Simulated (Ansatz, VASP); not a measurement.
SnO in VASP and in Ansatz

File INCAR:

```
PREC = Accurate
ENCUT = 520
EDIFF = 1E-6
ISMEAR = 0
SIGMA = 0.15
LREAL = F
LASPH = T
NELM = 80
ALGO = Normal
ISIF = 2
LWAVE = F
LCHARG = F
GGA = PS
NBANDS = 28
```

Contents of KPOINTS:

```
Automatic mesh
0
Gamma
  12 12 10
```

POSCAR

```
SnO
1.0
    3.6458825981      0.0000000000      0.0000000000
    0.0000000000      3.6458825981      0.0000000000
    0.0000000000      0.0000000000      4.5517534278
Sn O
2 2
Direct
    0.0000000000      0.5000000000      0.2425296443
    0.5000000000      0.0000000000      0.7574703557
    0.0000000000      0.0000000000      0.0000000000
    0.5000000000      0.5000000000      0.0000000000
```

Input for Ansatz:

```yaml
crystal:
  lattice:
    - [3.6458825981, 0.0, 0.0]
    - [0.0, 3.6458825981, 0.0]
    - [0.0, 0.0, 4.5517534278]
  atoms:
    - { symbol: Sn, position: [0.0, 0.5, 0.2425296443] }
    - { symbol: Sn, position: [0.5, 0.0, 0.7574703557] }
    - { symbol: O, position: [0.0, 0.0, 0.0] }
    - { symbol: O, position: [0.5, 0.5, 0.0] }
basis:
  ecutwfc: 520.0
kpoints:
  mp_grid: { grid: [12, 12, 10] }
hamiltonian:
  xc: pbesol
scf:
  occupations: { method: gaussian, width: 0.15 }
output:
  forces: true
  stress: true
  eigenvalues: true
```

Alike in both runs: task single point; functional PBEsol; k mesh 12 × 12 × 10; occupations gaussian, width 0.15 eV; no spin polarisation.

```csv
,VASP,Ansatz
version,VASP 6.6.1,Ansatz 0.2.0
potentials or method,"VASP PAW PBE potentials, release 64 (Sn_d, O), cutoff 520 eV","scalar-relativistic, plane waves, PAW"
valence electrons in the cell,40,40
```

VASP gave:

* gap on the k mesh at the Fermi level (eV): none
* pressure (GPa): 16.9
* traceless stress, the component that is largest in VASP (GPa): -2.44
* rms of the force components (eV/Å): 0.919

Problem. Estimate Ansatz's values.

Solution. gap on the k mesh at the Fermi level (eV): none; pressure (GPa): 16.4; traceless stress, the component that is largest in VASP (GPa): -2.43; rms of the force components (eV/Å): 0.869.

VASP's potentials were made for PBE, not for PBEsol. Atom by atom the forces differ by 0.050 eV/Å (rms over components). A gap of «none» marks a metal or a gap that the smearing closes.
